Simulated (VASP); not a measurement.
# SiC (CsCl type) (Pm-3m) in VASP: a series of runs, part 2 of 2

VASP 6.6.1. Earlier steps stand in the parts before.

## (3) Single point, PBE

The input, INCAR:

```
PREC     = Accurate       # precision mode
ENCUT    = 520            # plane-wave cutoff, eV
EDIFF    = 1E-6           # SCF threshold, eV
ISMEAR   = -1             # smearing method
SIGMA    = 0.1            # smearing width, eV
LREAL    = False          # projectors in reciprocal space
LASPH    = True           # aspherical terms in the spheres
NELM     = 60             # most SCF steps
ALGO     = Normal         # electronic algorithm
ISIF     = 2              # what is computed and relaxed
LWAVE    = False          # write WAVECAR
LCHARG   = False          # write CHGCAR
GGA      = PE             # functional
NBANDS   = 11             # bands
```

The input, KPOINTS:

```
Automatic mesh
0
Gamma
  15 15 15
```

The input, POSCAR:

```
SiC
1.0
    2.3891211221      0.0000000000      0.0000000000
    0.0000000000      2.3891211221      0.0000000000
    0.0000000000      0.0000000000      2.3891211221
Si C
1 1
Direct
    0.0000000000      0.0000000000      0.0000000000
    0.5000000000      0.5000000000      0.5000000000
```

Potentials or basis: VASP PAW PBE potentials, release 64 (Si, C).

Command:

```
> cat potpaw_PBE.64/Si/POTCAR potpaw_PBE.64/C/POTCAR > POTCAR
> mpirun -np 1 vasp_std > vasp.out
```

OUTCAR:

```text
PREC = Accurate
   ENCUT = 520
   EDIFF = 1E-6
   ISMEAR = -1
   LREAL = False
   LASPH = True
   NELM = 60
   ISIF = 2
   GGA = PE

 ion  position               nearest neighbor table
   1  0.000  0.000  0.000-   2 2.07   2 2.07   2 2.07   2 2.07   2 2.07   2 2.07   2 2.07   2 2.07

   2  0.500  0.500  0.500-   1 2.07   1 2.07   1 2.07   1 2.07   1 2.07   1 2.07   1 2.07   1 2.07

  LATTYP: Found a simple cubic cell.
 ALAT       =     2.3891211221

  Lattice vectors:

 A1 = (   2.3891211221,   0.0000000000,   0.0000000000)
 A2 = (   0.0000000000,   2.3891211221,   0.0000000000)
 A3 = (   0.0000000000,   0.0000000000,   2.3891211221)

Analysis of symmetry for initial positions (statically):
=====================================================================
 Subroutine PRICEL returns:
 Original cell was already a primitive cell.

 Routine SETGRP: Setting up the symmetry group for a
 simple cubic supercell.

 Subroutine GETGRP returns: Found 48 space group operations
 (whereof 48 operations were pure point group operations)
 out of a pool of 48 trial point group operations.

The static configuration has the point symmetry O_h .

Analysis of symmetry for dynamics (positions and initial velocities):
=====================================================================
 Subroutine PRICEL returns:
 Original cell was already a primitive cell.

 Routine SETGRP: Setting up the symmetry group for a
 simple cubic supercell.

 Subroutine GETGRP returns: Found 48 space group operations
 (whereof 48 operations were pure point group operations)
 out of a pool of 48 trial point group operations.

The dynamic configuration has the point symmetry O_h .

 Subroutine INISYM returns: Found 48 space group operations
 (whereof 48 operations are pure point group operations),
 and found     1 'primitive' translations

----------------------------------------------------------------------------------------

[... 114 lines left out ...]
  Fermi-wavevector in a.u.,A,eV,Ry     =   1.370461  2.589796 25.553961  1.878163
  Thomas-Fermi vector in A             =   2.496245
   LORBIT       =      0    0 simple, 1 ext, 2 COOP (PROOUT), +10 PAW based schemes
   GGA     = PE    functional components
   LHFCALC =     F    Hartree Fock is set to
   AEXX    =    0.0000 exact exchange contribution
   IVDW    =     0    specifies the selected vdW correction
   LEPSILON=     F    determine dielectric tensor
   LRPA    =     F    only Hartree local field effects (RPA)
 non-spin polarized calculation
  energy-cutoff  :      520.00
  volume of cell :       13.64
 maximum number of plane-waves:       383
 NGX is ok and might be reduce to    18
   NGX =  9   NGY =  9   NGZ =  9

 number of electron       8.0000000 magnetization

 Free energy of the ion-electron system (eV)
  ---------------------------------------------------
  ext. energy  EPLUGINS =         0.00000000
  ---------------------------------------------------
  free energy    TOTEN  =        -9.77765277 eV

  energy without entropy =       -9.75351367  energy(sigma->0) =       -9.76558322

 E-fermi :  16.0723     XC(G=0): -13.7775

 val. band max:       15.9898640259   @ k =   0.3333   0.2000   0.0667
 cond. band min:      16.0735687805   @ k =   0.4667   0.3333   0.3333
 fundamental gap:      0.0837047546
 Fermi energy:        16.0722776615

 k-point     1 :       0.0000    0.0000    0.0000
  band No.  band energies     occupation
      1      -5.2086      2.00000
      2      14.5266      2.00000
      3      14.5266      2.00000
      4      14.5266      2.00000
      5      20.2312      0.00000
      6      20.2312      0.00000
      7      21.8151      0.00000
      8      33.5893      0.00000
      9      33.5893      0.00000
     10      33.5893      0.00000
     11      39.3359      0.00000
[... 309 lines left out ...]
 k-point    24 :       0.3333    0.2000    0.0000
  band No.  band energies     occupation
      1      -1.7299      2.00000
      2       5.9415      2.00000
      3      11.5141      2.00000
      4      16.7314      0.00274
      5      19.9748      0.00000
      6      23.9271      0.00000
      7      27.2431      0.00000
      8      28.2967      0.00000
      9      31.3119      0.00000
     10      34.3648      0.00000
     11      34.9205      0.00000

 [... further k-points ...]
[... 5 lines left out ...]
  --------------------------------------------------------------------------------------
  -------------------------------------------------------------------------------------
  Total        8.5080395      8.5080395      8.5080395      0.0000000     -0.0000000      0.0000000
  in kB      999.5984593    999.5984593    999.5984593      0.0000000     -0.0000000      0.0000000
  external PRESSURE =     999.5984593 kB  Pullay stress =       0.0000000 kB

 VOLUME and BASIS-vectors are now :
 -----------------------------------------------------------------------------
  energy-cutoff  :      520.00
  volume of cell :       13.64
      direct lattice vectors                 reciprocal lattice vectors
     2.389121122  0.000000000  0.000000000     0.418563961  0.000000000  0.000000000
     0.000000000  2.389121122  0.000000000     0.000000000  0.418563961  0.000000000
     0.000000000  0.000000000  2.389121122     0.000000000  0.000000000  0.418563961

 POSITION                                       TOTAL-FORCE (eV/Angst)
 -----------------------------------------------------------------------------------
      0.00000      0.00000      0.00000         0.000000      0.000000      0.000000
      1.19456      1.19456      1.19456         0.000000      0.000000      0.000000
 -----------------------------------------------------------------------------------
    total drift:                                0.000000     -0.000000      0.000000

  FREE ENERGIE OF THE ION-ELECTRON SYSTEM (eV)
  ---------------------------------------------------
  free  energy   TOTEN  =        -9.7776527718 eV

  energy  without entropy=       -9.7535136693  energy(sigma->0) =       -9.76558322
```

Wall time 27 s (1 thread of AMD EPYC 7R13, shared host); peak memory 0.1 GiB.

What came out:

- Free energy: -9.7777 eV
- Pressure: 100.0 GPa
- Band gap on the k mesh: zero (band 4 reaches 17.45 eV, above the bottom of band 5 at 12.94 eV)

Levels at points of the mesh, in eV from the Fermi level:
| k point | band 2 | band 3 | band 4 | band 5 | band 6 | band 7 |
| --- | --- | --- | --- | --- | --- | --- |
| (0.00, 0.00, 0.00) | -1.55 | -1.55 | -1.55 | 4.16 | 4.16 | 5.74 |

## (4) Relaxation of cell and atoms, PBE, target pressure 100 GPa, at which the enthalpy is minimised

This run uses another cell than the first one, of 6.24 Å³/atom, 0.915 times its volume.

The input, INCAR:

```
SYSTEM = SiC
ALGO = Normal ; EDIFF = 1E-6
EDIFFG = -0.005 ; ENCUT = 600
GGA = PE ; IBRION = 2
ISIF = 3 ; ISMEAR = -1
LASPH = .TRUE. ; LCHARG = .FALSE.
LREAL = .FALSE. ; LWAVE = .FALSE.
NELM = 60 ; NSW = 60
PREC = Accurate ; PSTRESS = 1000.0
SIGMA = 0.1
```

The input, KPOINTS:

```
k-points
0
G
  15 15 15
  0 0 0
```

The input, POSCAR:

```
SiC
1.0
    2.3190751160      0.0000000000      0.0000000000
    0.0000000000      2.3190751160      0.0000000000
    0.0000000000      0.0000000000      2.3190751160
Si C
1 1
Direct
    0.0000000000      0.0000000000      0.0000000000
    0.5000000000      0.5000000000      0.5000000000
```

Command:

```
> cat potpaw_PBE.64/Si/POTCAR potpaw_PBE.64/C/POTCAR > POTCAR
> mpirun -np 1 vasp_std > vasp.out
```

It took 1.7 min on 1 thread of AMD EPYC 7R13, shared host; peak memory 0.1 GiB.

Results (log left out):

```yaml
Free_energy: -9.7741 eV
Relaxed_volume: 6.82 Å³/atom
Relaxed_cell: a = 2.389 Å, b = 2.389 Å, c = 2.389 Å, α = 90.00°, β = 90.00°, γ = 90.00°
Space_group_after_relaxing_to_0.05_Å: Pm-3m (No. 221)
Energy_change_on_relaxing_the_enthalpy_is_what_falls: -457.1 meV/atom
Ionic_steps: 16
Pressure_after_relaxing: 100.1 GPa
Band_gap_on_the_k_mesh: zero (band 4 reaches 17.46 eV, above the bottom of band 5 at 12.94 eV)
```

Step by step:
```tsv
step	energy change (eV)	largest force (eV/Å)	pressure (GPa)	volume (Å³)
1	0.0000	0.0000	156.14	12.47
2	-1.9741	0.0000	18.68	16.85
3	-0.9735	0.0000	96.25	13.73
4	-0.9194	0.0000	99.73	13.64
5	-0.9043	0.0000	100.69	13.62
6	-0.9048	0.0000	100.67	13.62
7	-0.9060	0.0000	100.59	13.62
8	-0.9060	0.0000	100.59	13.62
9	-0.9061	0.0000	100.58	13.62
10	-0.9061	0.0000	100.58	13.62
11	-0.9063	0.0000	100.57	13.62
12	-0.9065	0.0000	100.56	13.62
13	-0.9070	0.0000	100.52	13.62
14	-0.9080	0.0000	100.46	13.62
15	-0.9101	0.0000	100.34	13.62
16	-0.9141	0.0000	100.09	13.63
```

Final structure:
```
Si C
1.0
     2.38880    0.00000    0.00000
     0.00000    2.38880    0.00000
     0.00000    0.00000    2.38880
Si C
1 1
Direct
  0.00000 0.00000 0.00000
  0.50000 0.50000 0.50000
```

Levels at points of the mesh, in eV from the Fermi level:
| k point | band 1 | band 2 | band 3 | band 4 | band 5 | band 6 | band 7 | band 8 |
| --- | --- | --- | --- | --- | --- | --- | --- | --- |
| (0.00, 0.00, 0.00) | -21.29 | -1.55 | -1.55 | -1.55 | 4.16 | 4.16 | 5.75 | 17.52 |

Caveat: the cell is relaxed towards a set pressure, so the enthalpy falls and the energy may rise.
